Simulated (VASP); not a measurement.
PbO: single point with B3LYP

PbO:

```
Pb O
1.0
     3.99000    0.00000    0.00000
     0.00000    3.99000    0.00000
     0.00000    0.00000    5.01000
Pb O
2 2
Direct
  0.50000 0.00000 0.76000
  0.00000 0.50000 0.24000
  0.50000 0.50000 0.00000
  0.00000 0.00000 0.00000
```

```
Program             : VASP 6.6.1
Task                : single point
Functional          : B3LYP
Potentials or basis : VASP PAW PBE potentials, release 64 (Pb_d, O)
Cutoff              : 520 eV
k mesh              : 4 × 4 × 3
Occupations         : fermi-dirac, width 0.05 eV
Spin                : no spin polarisation
```

- Pressure: 3.1 GPa
- Largest force: 0.241 eV/Å
- Band gap on the k mesh: 2.36 eV (least direct gap 3.67 eV)

Forces in eV/Å, atoms in the order of the input:
```
Pb   0.000  0.000  0.241
Pb   0.000  0.000 -0.241
O    0.000  0.000  0.000
O    0.000  0.000  0.000
```

Stress tensor (GPa, compression positive):
```
3.46 0.00 0.00
0.00 3.46 0.00
0.00 0.00 2.45
```

Levels at points of the mesh, in eV from the valence-band top:
```
           k point  band 17  band 18  band 19  band 20  band 21  band 22  band 23  band 24
(0.00, 0.00, 0.00)    -2.04    -1.96    -1.96     0.00     3.77     6.90     6.90     6.99
(0.50, 0.00, 0.00)    -3.36    -3.36    -1.86    -1.86     4.71     4.71     8.06     8.06
(0.50, 0.50, 0.00)    -1.84    -1.84    -1.31    -1.31     2.36     2.36     6.69     6.69
```

Wall time 71 min on 1 thread of Intel Xeon 8259CL (shared host), peak memory 0.22 GiB.

Caveat: the cell stands under pressure; the PAW data sets were made with another functional, which shifts forces and pressure a little; spin-orbit coupling is left out, which moves the levels of the heavy elements. A k mesh can miss the band edges.
